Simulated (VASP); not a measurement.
Wanted: the native input for a VASP 6.6.1 run.

```
Task                   : single point
Functional             : PBEsol
Potentials or basis    : VASP PAW PBE potentials, release 64 (Mo_sv)
Cutoff                 : 520 eV
k mesh                 : 12 × 12 × 12
Occupations            : fermi-dirac, width 0.05 eV
Spin                   : no spin polarisation
Dipole correction      : no
Further INCAR settings : ALGO = Normal; EDIFF = 1e-06; NBANDS = 13
```

The structure of Mo lies in POSCAR:

```
Mo
1.0
   -1.5521327925      1.5521327925      1.5838089719
    1.5521327925     -1.5521327925      1.5838089719
    1.5521327925      1.5521327925     -1.5838089719
Mo
1
Direct
    0.0000000000      0.0000000000      0.0000000000
```

These files were run (other wordings do the same):

INCAR

```
SYSTEM = Mo
PREC = Accurate ; ENCUT = 520
EDIFF = 1E-6 ; ISMEAR = -1
SIGMA = 0.05 ; LREAL = .False.
LASPH = .True. ; NELM = 80
ALGO = Normal ; ISIF = 2
LWAVE = .False. ; LCHARG = .False.
GGA = PS ; NBANDS = 13
```

KPOINTS

```
regular mesh
0
Gamma
  12 12 12
  0 0 0
```

Potentials or basis: VASP PAW PBE potentials, release 64 (Mo_sv).

Launch:

```bash
$ cat potpaw_PBE.64/Mo_sv/POTCAR > POTCAR
$ mpirun -np 1 vasp_std > vasp.out
```

Results of the run:

```json
{"Pressure": "1.7 GPa", "Band gap on the k mesh": "zero (band 7 reaches 16.95 eV, above the bottom of band 8 at 11.60 eV)"}
```

Caveat: the PAW data sets were made with another functional, which shifts forces and pressure a little.

Run time: 40 s on 1 thread of AMD EPYC 7R13 (shared host), peak memory 0.11 GiB.
